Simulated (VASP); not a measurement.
# Sb (I4/mmm) in VASP: a series of runs, part 2 of 2

VASP 6.6.1.

### Step 4. Single point, PBE+D3(BJ) (strain +0.1125 x Voigt [0, 1, 0, 0, 0, 0])

File INCAR:

```
PREC = Accurate
ENCUT = 520
EDIFF = 1E-6
ISMEAR = 0
SIGMA = 0.15
LREAL = False
LASPH = True
NELM = 60
ALGO = Normal
ISIF = 2
LWAVE = False
LCHARG = False
GGA = PE
IVDW = 12
NBANDS = 8
```

File KPOINTS:

```
regular mesh
0
Gamma
  18 18 18
```

File POSCAR:

```
Sb
1.0
   -1.8713408863      2.0818667360      1.8713408863
    1.8713408863     -2.0818667360      1.8713408863
    1.8713408863      2.0818667360     -1.8713408863
Sb
1
Direct
    0.0000000000      0.0000000000      0.0000000000
```

Potentials or basis: VASP PAW PBE potentials, release 64 (Sb).

Run with:

```bash
$ cat potpaw_PBE.64/Sb/POTCAR > POTCAR
$ mpirun -np 1 vasp_std > vasp.out
```

OUTCAR:

```text
PREC = Accurate
   ENCUT = 520
   EDIFF = 1E-6
   ISMEAR = 0
   LREAL = False
   LASPH = True
   NELM = 60
   ISIF = 2
   GGA = PE
   IVDW = 12
 IVDW          = 12

 ion  position               nearest neighbor table
   1  0.000  0.000  0.000-

  LATTYP: Found a body centered tetragonal cell.
 ALAT       =     3.7426817726
 C/A-ratio  =     1.1125000000

  Lattice vectors:

 A1 = (  -1.8713408863,  -2.0818667360,   1.8713408863)
 A2 = (   1.8713408863,  -2.0818667360,  -1.8713408863)
 A3 = (   1.8713408863,   2.0818667360,   1.8713408863)

Analysis of symmetry for initial positions (statically):
=====================================================================
 Subroutine PRICEL returns:
 Original cell was already a primitive cell.

 Routine SETGRP: Setting up the symmetry group for a
 body centered tetragonal supercell.

 Subroutine GETGRP returns: Found 16 space group operations
 (whereof 16 operations were pure point group operations)
 out of a pool of 16 trial point group operations.

The static configuration has the point symmetry D_4h.

Analysis of symmetry for dynamics (positions and initial velocities):
=====================================================================
 Subroutine PRICEL returns:
 Original cell was already a primitive cell.

 Routine SETGRP: Setting up the symmetry group for a
 body centered tetragonal supercell.

 Subroutine GETGRP returns: Found 16 space group operations
 (whereof 16 operations were pure point group operations)
 out of a pool of 16 trial point group operations.

The dynamic configuration has the point symmetry D_4h.

 Subroutine INISYM returns: Found 16 space group operations
 (whereof 16 operations are pure point group operations),
 and found     1 'primitive' translations

----------------------------------------------------------------------------------------

                                     Primitive cell

  volume of cell :      29.1621

[... 109 lines left out ...]
  Thomas-Fermi vector in A             =   2.033527
   LORBIT       =      0    0 simple, 1 ext, 2 COOP (PROOUT), +10 PAW based schemes
   GGA     = PE    functional components
   LHFCALC =     F    Hartree Fock is set to
   AEXX    =    0.0000 exact exchange contribution
   IVDW    =    12    specifies the selected vdW correction
   LEPSILON=     F    determine dielectric tensor
   LRPA    =     F    only Hartree local field effects (RPA)
 non-spin polarized calculation
 Gauss-broadening in eV      SIGMA  =   0.15
  energy-cutoff  :      520.00
  volume of cell :       29.16
 maximum number of plane-waves:       798
 NGX is ok and might be reduce to    28
   NGX = 13   NGY = 13   NGZ = 13

 number of electron       5.0000000 magnetization

 Free energy of the ion-electron system (eV)
  ---------------------------------------------------
  ext. energy  EPLUGINS =         0.00000000
  ---------------------------------------------------
  free energy    TOTEN  =        -3.87044143 eV

  energy without entropy =       -3.86220557  energy(sigma->0) =       -3.86632350

 E-fermi :   7.4581     XC(G=0):  -9.8836

 val. band max:        7.4579503293   @ k =  -0.2222   0.3333   0.1667
 cond. band min:       7.4615802654   @ k =  -0.4444   0.5000   0.1667
 fundamental gap:      0.0036299362
 Fermi energy:         7.4580904835

 k-point     1 :       0.0000    0.0000    0.0000
  band No.  band energies     occupation
      1      -4.8055      2.00000
      2      12.1804      0.00000
      3      12.3783      0.00000
      4      12.3783      0.00000
      5      17.2738      0.00000
      6      17.2738      0.00000
      7      18.4142      0.00000
      8      18.6683      0.00000
[... 243 lines left out ...]
 k-point    24 :      -0.2778    0.0556   -0.0000
  band No.  band energies     occupation
      1      -3.6376      2.00000
      2       6.9168      2.00000
      3      10.1437      0.00000
      4      11.6746      0.00000
      5      15.3575      0.00000
      6      16.1523      0.00000
      7      18.4413      0.00000
      8      18.9769      0.00000

 [... further k-points ...]

------------------------ aborting loop because EDIFF is reached ----------------------------------------

 Edisp (eV)   -0.48568

 E8    (eV) :    -0.2250

  FORCE on cell =-STRESS in cart. coord.  units (eV):
  Direction    XX          YY          ZZ          XY          YZ          ZX
  --------------------------------------------------------------------------------------
  -------------------------------------------------------------------------------------
  Total      -0.95022    -1.39667    -0.95022     0.00000     0.00000     0.00000
  in kB     -52.20553   -76.73386   -52.20553     0.00000     0.00000     0.00000
  external pressure =      -60.38 kB  Pullay stress =        0.00 kB

 VOLUME and BASIS-vectors are now :
 -----------------------------------------------------------------------------
  energy-cutoff  :      520.00
  volume of cell :       29.16
      direct lattice vectors                 reciprocal lattice vectors
    -1.871340886  2.081866736  1.871340886     0.000000000  0.240169071  0.267188092
     1.871340886 -2.081866736  1.871340886     0.267188092  0.000000000  0.267188092
     1.871340886  2.081866736 -1.871340886     0.267188092  0.240169071  0.000000000

 POSITION                                       TOTAL-FORCE (eV/Angst)
 -----------------------------------------------------------------------------------
      0.00000      0.00000      0.00000        -0.000000      0.000000     -0.000000
 -----------------------------------------------------------------------------------
    total drift:                                0.000000      0.000000      0.000000

  FREE ENERGIE OF THE ION-ELECTRON SYSTEM (eV)
  ---------------------------------------------------
  free  energy   TOTEN  =        -4.3561203372 eV

  energy  without entropy=       -4.3478844811  energy(sigma->0) =       -4.35200241
```

stdout:

```text
POSCAR found type information on POSCAR Sb
 POSCAR found :  1 types and       1 ions
 scaLAPACK will be used
 LDA part: xc-table for (Slater+PW92), standard interpolation
 POSCAR, INCAR and KPOINTS ok, starting setup
 FFT: planning ... GRIDC
 FFT: planning ... GRID_SOFT
 FFT: planning ... GRID
 WAVECAR not read
 entering main loop
```

It took 80 s on 1 thread of AMD EPYC 7R43 (Zen 3), shared host; peak memory 0.22 GiB.

Results:

| Quantity | Value |
| --- | --- |
| Free energy | -4.3561 eV |
| Pressure | -6.0 GPa |
| Dispersion energy per atom | -0.486 eV |

Caveat: the cell differs from its parent crystal (strain +0.1125 x Voigt [0, 1, 0, 0, 0, 0]); spin-orbit coupling is left out, which moves the levels of the heavy elements; pairwise dispersion overbinds metals, which lowers pressure and volume.

### Step 5. Single point, PBE+D3(BJ) (strain +0.1500 x Voigt [0, 1, 0, 0, 0, 0])

File INCAR:

```
SYSTEM = Sb
PREC = Accurate ; ENCUT = 520
EDIFF = 1E-6 ; ISMEAR = 0
SIGMA = 0.15 ; LREAL = .FALSE.
LASPH = .TRUE. ; NELM = 100
ALGO = Normal ; ISIF = 2
LWAVE = .FALSE. ; LCHARG = .FALSE.
GGA = PE ; IVDW = 12
NBANDS = 8
```

File KPOINTS:

```
regular mesh
0
G
  18 18 18
  0 0 0
```

File POSCAR:

```
Sb
1.0
   -1.8713408863      2.1520420192      1.8713408863
    1.8713408863     -2.1520420192      1.8713408863
    1.8713408863      2.1520420192     -1.8713408863
Sb
1
Direct
    0.0000000000      0.0000000000      0.0000000000
```

Run with:

```bash
$ cat potpaw_PBE.64/Sb/POTCAR > POTCAR
$ mpirun -np 1 vasp_std > vasp.out
```

It took 79 s on 1 thread of AMD EPYC 7R43 (Zen 3), shared host; peak memory 0.21 GiB.

Results (log left out):

| Item | Value |
| --- | --- |
| Free energy | -4.3051 eV |
| Pressure | -7.1 GPa |
| Dispersion energy per atom | -0.470 eV |

Stress tensor (GPa, compression positive):
```
-6.26  0.00  0.00
 0.00 -8.90  0.00
 0.00  0.00 -6.26
```

Levels at points of the mesh, in eV from the Fermi level:
| k point | band 1 | band 2 | band 3 | band 4 | band 5 | band 6 |
| --- | --- | --- | --- | --- | --- | --- |
| (0.00, 0.00, 0.00) | -12.03 | 4.50 | 4.67 | 4.67 | 9.63 | 9.63 |
| (0.50, 0.00, 0.00) | -8.81 | -5.01 | 1.98 | 3.78 | 6.65 | 7.52 |
| (0.00, 0.50, 0.00) | -8.23 | -4.70 | 0.76 | 2.08 | 5.11 | 5.67 |
| (0.50, 0.50, 0.50) | -6.38 | -3.02 | -0.99 | -0.99 | 3.11 | 3.74 |

Caveat: the cell differs from its parent crystal (strain +0.1500 x Voigt [0, 1, 0, 0, 0, 0]); spin-orbit coupling is left out, which moves the levels of the heavy elements; pairwise dispersion overbinds metals, which lowers pressure and volume.

### Step 6. Overview

```tsv
cell	gap on the mesh (eV)	pressure (GPa)
a = 3.088 Å, angles 105.4, 118.0, 105.4°, 1 atom	none	15.7
a = 3.162 Å, angles 107.4, 113.6, 107.4°, 1 atom	none	5.4
a = 3.367 Å, angles 112.5, 103.6, 112.5°, 1 atom	none	-6.0
a = 3.411 Å, angles 113.5, 101.8, 113.5°, 1 atom	none	-7.1
```

Alike in all rows: task single point; level PBE+D3(BJ); potentials or basis VASP PAW PBE potentials, release 64 (Sb); no spin polarisation; k mesh 18 × 18 × 18; cutoff (eV) 520; smearing gaussian 0.15 eV.

Caveats: spin-orbit coupling is left out, which moves the levels of the heavy elements; pairwise dispersion overbinds metals, which lowers pressure and volume.

Absolute energies hang on the potentials; compare differences alone.
